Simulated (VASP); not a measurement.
A run of VASP 6.6.1 is set up as follows.

POSCAR

```
Ta2N
1.0
    3.1128615060      0.0000000000      0.0000000000
   -1.5564307530      2.6958171426      0.0000000000
    0.0000000000      0.0000000000      4.8698410000
Ta N
2 1
Direct
    0.3333333333      0.6666666667      0.2547110000
    0.6666666667      0.3333333333      0.7452890000
    0.0000000000      0.0000000000      0.0000000000
```

Contents of INCAR.step1:

```
SYSTEM = Ta2N
PREC     = Accurate       ! precision mode
ENCUT    = 520            ! plane-wave cutoff, eV
ISMEAR   = -1             ! smearing method
SIGMA    = 0.1            ! smearing width, eV
LREAL    = .False.        ! projectors in reciprocal space
LASPH    = .True.         ! aspherical terms in the spheres
NELM     = 150            ! most SCF steps
LNONCOLLINEAR= .True.         ! non-collinear magnetism
MAGMOM   = 0 0 0 0 0 0 0 0 0 ! initial moments
LSORBIT  = .True.         ! spin-orbit coupling
GGA_COMPAT= .False.      
LMAXMIX  = 4              ! l up to which the mixer works
NBANDS   = 40             ! bands
GGA      = PE             ! functional
ALGO     = Normal         ! electronic algorithm
EDIFF    = 1E-4           ! SCF threshold, eV
LWAVE    = .True.         ! write WAVECAR
LCHARG   = .False.        ! write CHGCAR
```

INCAR.step2

```
SYSTEM = Ta2N
PREC     = Accurate       ! precision mode
ENCUT    = 520            ! plane-wave cutoff, eV
EDIFF    = 1E-6           ! SCF threshold, eV
ISMEAR   = -1             ! smearing method
SIGMA    = 0.1            ! smearing width, eV
LREAL    = .False.        ! projectors in reciprocal space
LASPH    = .True.         ! aspherical terms in the spheres
NELM     = 150            ! most SCF steps
ALGO     = Normal         ! electronic algorithm
ISIF     = 2              ! what is computed and relaxed
LWAVE    = .False.        ! write WAVECAR
LCHARG   = .False.        ! write CHGCAR
LNONCOLLINEAR= .True.         ! non-collinear magnetism
MAGMOM   = 0 0 0 0 0 0 0 0 0 ! initial moments
LORBIT   = 11             ! projections on sites
LSORBIT  = .True.         ! spin-orbit coupling
GGA_COMPAT= .False.      
LORBMOM  = .True.       
LMAXMIX  = 4              ! l up to which the mixer works
METAGGA  = R2SCAN         ! meta-GGA
LMIXTAU  = .True.       
NBANDS   = 40             ! bands
ISTART   = 1
```

KPOINTS

```
Automatic mesh
0
Gamma
  5 5 3
  0 0 0
```

Potentials or basis: VASP PAW PBE potentials, release 64 (Ta_pv, N).

Run with:

```bash
$ cat potpaw_PBE.64/Ta_pv/POTCAR potpaw_PBE.64/N/POTCAR > POTCAR
$ cp INCAR.step1 INCAR
$ mpirun -np 1 vasp_ncl > vasp.out
$ cp INCAR.step2 INCAR
$ mpirun -np 1 vasp_ncl > vasp.out
```

Predict the largest force.

0.358 eV/Å.

What does it give for the net moment?

0.00 μB per cell.

Estimate the pressure.

-3.6 GPa.

Stress tensor (GPa, compression positive):
```
-4.94  0.00  0.00
 0.00 -4.94  0.00
 0.00  0.00 -1.07
```

Caveat: the k points lie up to 0.47 Å⁻¹ apart; the PAW data sets were made with another functional, which shifts forces and pressure a little.
